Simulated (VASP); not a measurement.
# Ca3AsP (Pmm2) in VASP: single point with PBE+D4

Aim: the single point of Ca3AsP with PBE+D4.

Everything below comes from runs of VASP 6.6.1. Logs are shortened: lines on timing, memory, paths and dates and some standing lists are left out, and cuts for length are marked.

**1. The cell of the first run**

The structure is orthorhombic, space group Pmm2 (No. 25). Conventional cell: a = 5.334 Å, b = 5.334 Å, c = 5.334 Å, α = 90.00°, β = 90.00°, γ = 90.00°. Within 4.0 Å of Ca (site symmetry mm2) lie 2 P at 2.67 Å and 8 Ca at 3.63 to 3.92 Å and 4 As at 3.63 to 3.92 Å. Within 4.0 Å of Ca (site symmetry mm2) lie 2 P at 2.67 Å and 8 Ca at 3.63 to 3.92 Å and 4 As at 3.77 Å. Ca (site symmetry mm2) has 2 P at 2.67 Å within 3.5 Å. P (site symmetry mm2) has 6 Ca at 2.67 Å within 3.5 Å. Within 4.8 Å of As (site symmetry mm2) lie 12 Ca at 3.63 to 3.92 Å and 8 P at 4.62 Å.

**2. Single point, PBE+D4**

Input file INCAR:

```
SYSTEM = Ca3AsP
PREC = Accurate
ENCUT = 500
EDIFF = 1E-6
ISMEAR = 0
SIGMA = 0.06802846561497
LREAL = .FALSE.
LASPH = .TRUE.
NELM = 120
ALGO = Normal
ISIF = 2
LWAVE = .FALSE.
LCHARG = .TRUE.
GGA = PE
IVDW = 13
LELF = .TRUE.
LVHAR = .TRUE.
NBANDS = 28
GGA_COMPAT = .FALSE.
```

Input file KPOINTS:

```
Automatic mesh
0
Gamma
  1 1 1
  0.95 0.69 0.66
```

Input file POSCAR:

```
Ca3AsP
1.0
    5.3338990000      0.0000000000      0.0000000000
    0.0000000000      5.3338990000      0.0000000000
    0.0000000000      0.0000000000      5.3338990000
Ca P As
3 1 1
Direct
    0.0000000000      0.5374960231      0.5000000000
    0.5000000000      0.0000000000      0.5000000000
    0.5000000000      0.5000000000      0.0000000000
    0.5000000000      0.5000000000      0.5000000000
    0.0000000000      0.0000000000      0.0000000000
```

Potentials or basis: VASP PAW PBE potentials, release 64 (Ca_sv, P, As).

Launch:

```sh
$ cat potpaw_PBE.64/Ca_sv/POTCAR potpaw_PBE.64/P/POTCAR potpaw_PBE.64/As/POTCAR > POTCAR
$ mpirun -np 1 vasp_std > vasp.out
```

OUTCAR:

```text
SYSTEM = Ca3AsP
   PREC = Accurate
   ENCUT = 500
   EDIFF = 1E-6
   ISMEAR = 0
   LREAL = .FALSE.
   LASPH = .TRUE.
   NELM = 120
   ISIF = 2
   GGA = PE
   IVDW = 13

 ion  position               nearest neighbor table
   1  0.000  0.537  0.500-   4 2.67   4 2.67
   2  0.500  0.000  0.500-   4 2.67   4 2.67
   3  0.500  0.500  0.000-   4 2.67   4 2.67
   4  0.500  0.500  0.500-   2 2.67   3 2.67   3 2.67   2 2.67   1 2.67   1 2.67
   5  0.000  0.000  0.000-

  LATTYP: Found a simple cubic cell.
 ALAT       =     5.3338990000

  Lattice vectors:

 A1 = (   5.3338990000,   0.0000000000,   0.0000000000)
 A2 = (   0.0000000000,   5.3338990000,   0.0000000000)
 A3 = (   0.0000000000,   0.0000000000,   5.3338990000)

Analysis of symmetry for initial positions (statically):
=====================================================================
 Subroutine PRICEL returns:
 Original cell was already a primitive cell.

 Routine SETGRP: Setting up the symmetry group for a
 simple cubic supercell.

 Subroutine GETGRP returns: Found  4 space group operations
 (whereof  4 operations were pure point group operations)
 out of a pool of 48 trial point group operations.

The static configuration has the point symmetry C_2v.

Analysis of symmetry for dynamics (positions and initial velocities):
=====================================================================
 Subroutine PRICEL returns:
 Original cell was already a primitive cell.

 Routine SETGRP: Setting up the symmetry group for a
 simple cubic supercell.

 Subroutine GETGRP returns: Found  4 space group operations
 (whereof  4 operations were pure point group operations)
 out of a pool of 48 trial point group operations.

The dynamic configuration has the point symmetry C_2v.

 Subroutine INISYM returns: Found  4 space group operations
 (whereof  4 operations are pure point group operations),
 and found     1 'primitive' translations

----------------------------------------------------------------------------------------

                                     Primitive cell

  volume of cell :     151.7520

  direct lattice vectors                    reciprocal lattice vectors
     5.333899000  0.000000000  0.000000000     0.187480115  0.000000000  0.000000000
     0.000000000  5.333899000  0.000000000     0.000000000  0.187480115  0.000000000
     0.000000000  0.000000000  5.333899000     0.000000000  0.000000000  0.187480115

  length of vectors
     5.333899000  5.333899000  5.333899000     0.187480115  0.187480115  0.187480115

  position of ions in fractional coordinates (direct lattice)
     0.000000000  0.537496023  0.500000000
     0.500000000  0.000000000  0.500000000
     0.500000000  0.500000000  0.000000000
     0.500000000  0.500000000  0.500000000
     0.000000000  0.000000000  0.000000000

  ion indices of the primitive-cell ions
   primitive index   ion index
                 1           1
                 2           2
                 3           3
                 4           4
                 5           5

----------------------------------------------------------------------------------------

 KPOINTS: Automatic mesh

Automatic generation of k-mesh.
 Grid dimensions read from file:
 generate k-points for:    1    1    1

 Generating k-lattice:

  Cartesian coordinates                     Fractional coordinates (reciprocal lattice)
     0.187480115  0.000000000  0.000000000     1.000000000  0.000000000  0.000000000
     0.000000000  0.187480115  0.000000000     0.000000000  1.000000000  0.000000000
     0.000000000  0.000000000  0.187480115     0.000000000  0.000000000  1.000000000

  Length of vectors
     0.187480115  0.187480115  0.187480115

  Shift w.r.t. Gamma in fractional coordinates (k-lattice)
     0.950000000  0.690000000  0.660000000

 Subroutine IBZKPT returns following result:
 ===========================================

 Found      6 irreducible k-points:

 Following reciprocal coordinates:
            Coordinates               Weight
 -0.050000 -0.310000 -0.340000      8.000000
 -0.340000 -0.050000 -0.310000      8.000000
 -0.310000 -0.340000 -0.050000      8.000000
  0.310000 -0.050000 -0.340000      8.000000
  0.050000 -0.340000 -0.310000      8.000000
  0.340000 -0.310000 -0.050000      8.000000
   k-points           NKPTS =      6   k-points in BZ     NKDIM =      6   number of bands    NBANDS=     28
   number of dos      NEDOS =    301   number of ions     NIONS =      5
   total plane-waves  NPLWV =  64000
   dimension x,y,z NGX =    40 NGY =   40 NGZ =   40
   dimension x,y,z NGXF=    80 NGYF=   80 NGZF=   80
   ions per type =               3   1   1
   NGX,Y,Z   is equivalent  to a cutoff of  12.47, 12.47, 12.47 a.u.
   NGXF,Y,Z  is equivalent  to a cutoff of  24.93, 24.93, 24.93 a.u.
 SYSTEM =  Ca3AsP
   PREC   = accura    normal or accurate (medium, high low for compatibility)
   ISTART =      0    job   : 0-new  1-cont  2-samecut
   ICHARG =      2    charge: 1-file 2-atom 10-const
   ISPIN  =      1    spin polarized calculation?
   LNONCOLLINEAR =      F non collinear calculations
   LSORBIT =      F    spin-orbit coupling
   LASPH  =      T    aspherical Exc in radial PAW
   ENCUT  =  500.0 eV  36.75 Ry    6.06 a.u.   9.72  9.72  9.72*2*pi/ulx,y,z
   NELM   =    120;   NELMIN=  2; NELMDL= -5     # of ELM steps
   EDIFF  = 0.1E-05   stopping-criterion for ELM
   LREAL  =      F    real-space projection
   EDIFFG = 0.1E-04   stopping-criterion for IOM
   NSW    =      0    number of steps for IOM
   IBRION =     -1    ionic relax: 0-MD 1-quasi-New 2-CG
   NFREE  =      0    steps in history (QN), initial steepest desc. (CG)
   ISIF   =      2    stress and relaxation
   ISYM   =      2    0-nonsym 1-usesym 2-fastsym
   POTIM  = 0.5000    time-step for ionic-motion
   TEBEG  =    0.0;   TEEND  =   0.0 temperature during run
   PSTRESS=    0.0 pullay stress
   NELECT =      40.0000    total number of electrons
   NUPDOWN=      -1.0000    fix difference up-down
   EMIN   =  10.00;   EMAX   =-10.00  energy-range for DOS
   EFERMI =   0.00;   METHOD = LEGACY
   ISMEAR =     0;   SIGMA  =   0.07  broadening in eV -4-tet -1-fermi 0-gaus
   EFERMI_NEDOS =   21; number of points for ismear=-14 and -15
   IALGO  =     38    algorithm
   IMIX   =      4    mixing-type and parameters
     AMIX     =   0.40;   BMIX     =  1.00
     AMIX_MAG =   1.60;   BMIX_MAG =  1.00
  volume/ion in A,a.u.               =      30.35       204.81
  Fermi-wavevector in a.u.,A,eV,Ry     =   1.049663  1.983576 14.990806  1.101793
  Thomas-Fermi vector in A             =   2.184635
   LORBIT       =      0    0 simple, 1 ext, 2 COOP (PROOUT), +10 PAW based schemes
   GGA     = PE    functional components
   LHFCALC =     F    Hartree Fock is set to
   AEXX    =    0.0000 exact exchange contribution
   IVDW    =    13    specifies the selected vdW correction
   LEPSILON=     F    determine dielectric tensor
   LRPA    =     F    only Hartree local field effects (RPA)
 non-spin polarized calculation
 Gauss-broadening in eV      SIGMA  =   0.07
  energy-cutoff  :      500.00
  volume of cell :      151.75
 maximum number of plane-waves:      3843
   NGX = 19   NGY = 19   NGZ = 19

 number of electron      39.9999982 magnetization

 Free energy of the ion-electron system (eV)
  ---------------------------------------------------
  ext. energy  EPLUGINS =         0.00000000
  ---------------------------------------------------
  free energy    TOTEN  =       -20.21253777 eV

  energy without entropy =      -20.21253777  energy(sigma->0) =      -20.21253777

 E-fermi :   2.1575     XC(G=0):  -8.4309

 val. band max:        1.8506942883   @ k =   0.3100  -0.0500  -0.3400
 cond. band min:       4.1989720187   @ k =   0.3100  -0.0500  -0.3400
 fundamental gap:      2.3482777304
 Fermi energy:         2.1575221113

 k-point     1 :      -0.0500   -0.3100   -0.3400
  band No.  band energies     occupation
      1     -38.4292      2.00000
      2     -38.4161      2.00000
      3     -38.4111      2.00000
      4     -19.5476      2.00000
      5     -19.5248      2.00000
      6     -19.5086      2.00000
[... 20 lines left out ...]
     27       5.9323      0.00000
     28       6.2761      0.00000

 k-point     2 :      -0.3400   -0.0500   -0.3100
  band No.  band energies     occupation
      1     -38.4289      2.00000
      2     -38.4151      2.00000
      3     -38.4125      2.00000
      4     -19.5442      2.00000
      5     -19.5247      2.00000
      6     -19.5152      2.00000
[... 20 lines left out ...]
     27       5.9312      0.00000
     28       6.2965      0.00000

 k-point     3 :      -0.3100   -0.3400   -0.0500
  band No.  band energies     occupation
      1     -38.4281      2.00000
      2     -38.4177      2.00000
      3     -38.4106      2.00000
      4     -19.5535      2.00000
      5     -19.5217      2.00000
      6     -19.5070      2.00000
[... 20 lines left out ...]
     27       5.9027      0.00000
     28       6.2831      0.00000

 k-point     4 :       0.3100   -0.0500   -0.3400
  band No.  band energies     occupation
      1     -38.4290      2.00000
      2     -38.4146      2.00000
      3     -38.4128      2.00000
      4     -19.5445      2.00000
      5     -19.5253      2.00000
      6     -19.5134      2.00000
[... 20 lines left out ...]
     27       5.9372      0.00000
     28       6.2942      0.00000

 k-point     5 :       0.0500   -0.3400   -0.3100
  band No.  band energies     occupation
      1     -38.4290      2.00000
      2     -38.4169      2.00000
      3     -38.4105      2.00000
      4     -19.5475      2.00000
      5     -19.5238      2.00000
      6     -19.5081      2.00000
[... 20 lines left out ...]
     27       5.9322      0.00000
     28       6.2772      0.00000

 k-point     6 :       0.3400   -0.3100   -0.0500
  band No.  band energies     occupation
      1     -38.4282      2.00000
      2     -38.4172      2.00000
      3     -38.4110      2.00000
      4     -19.5537      2.00000
      5     -19.5225      2.00000
      6     -19.5069      2.00000
[... 20 lines left out ...]
     27       5.9219      0.00000
     28       6.2687      0.00000

------------------------ aborting loop because EDIFF is reached ----------------------------------------

  DFT-D4 for vdW energy calculation

  Edisp (eV):   -0.83637

  FORCE on cell =-STRESS in cart. coord.  units (eV):
  Direction    XX          YY          ZZ          XY          YZ          ZX
  --------------------------------------------------------------------------------------
  -------------------------------------------------------------------------------------
  Total      -1.46515    -1.18626    -1.39191     0.00000     0.00000     0.00000
  in kB     -15.46885   -12.52436   -14.69556     0.00000     0.00000     0.00000
  external pressure =      -14.23 kB  Pullay stress =        0.00 kB

 VOLUME and BASIS-vectors are now :
 -----------------------------------------------------------------------------
  energy-cutoff  :      500.00
  volume of cell :      151.75
      direct lattice vectors                 reciprocal lattice vectors
     5.333899000  0.000000000  0.000000000     0.187480115  0.000000000  0.000000000
     0.000000000  5.333899000  0.000000000     0.000000000  0.187480115  0.000000000
     0.000000000  0.000000000  5.333899000     0.000000000  0.000000000  0.187480115

 POSITION                                       TOTAL-FORCE (eV/Angst)
 -----------------------------------------------------------------------------------
      0.00000      2.86695      2.66695         0.000000     -0.069043      0.000000
      2.66695      0.00000      2.66695         0.000000      0.200569      0.000000
      2.66695      2.66695      0.00000         0.000000     -0.028561      0.000000
      2.66695      2.66695      2.66695         0.000000      0.033825      0.000000
      0.00000      0.00000      0.00000         0.000000     -0.136790      0.000000
 -----------------------------------------------------------------------------------
    total drift:                               -0.000000      0.000143     -0.000000

  FREE ENERGIE OF THE ION-ELECTRON SYSTEM (eV)
  ---------------------------------------------------
  free  energy   TOTEN  =       -21.0489030791 eV

  energy  without entropy=      -21.0489030790  energy(sigma->0) =      -21.04890308
```

Wall time 25 s (1 thread of Intel Xeon Platinum 8375C at 2.90GHz (Ice Lake), shared host); peak memory 0.24 GiB.

What came out:

```yaml
Free_energy: -21.0489 eV
Pressure: -1.4 GPa
Largest_force: 0.201 eV/Å
Band_gap_on_the_k_mesh: 2.35 eV
Dispersion_energy_per_atom: -0.167 eV
```

Forces on the atoms (eV/Å):
```
Ca   0.000 -0.069  0.000
Ca   0.000  0.201  0.000
Ca   0.000 -0.029  0.000
P    0.000  0.034  0.000
As   0.000 -0.137  0.000
```

Stress tensor (GPa, compression positive):
```
-1.55  0.00  0.00
 0.00 -1.25  0.00
 0.00  0.00 -1.47
```

Levels at points of the mesh, in eV from the valence-band top:
```tsv
k point	band 17	band 18	band 19	band 20	band 21	band 22	band 23	band 24
(-0.05, -0.31, -0.34)	-1.02	-0.59	-0.15	-0.02	2.35	2.49	2.87	2.95
```

Caveat: the k points lie up to 1.18 Å⁻¹ apart, too coarse for converged energies, forces and pressures; a shifted mesh leaves out Γ, where band edges can lie. A k mesh can miss the band edges.
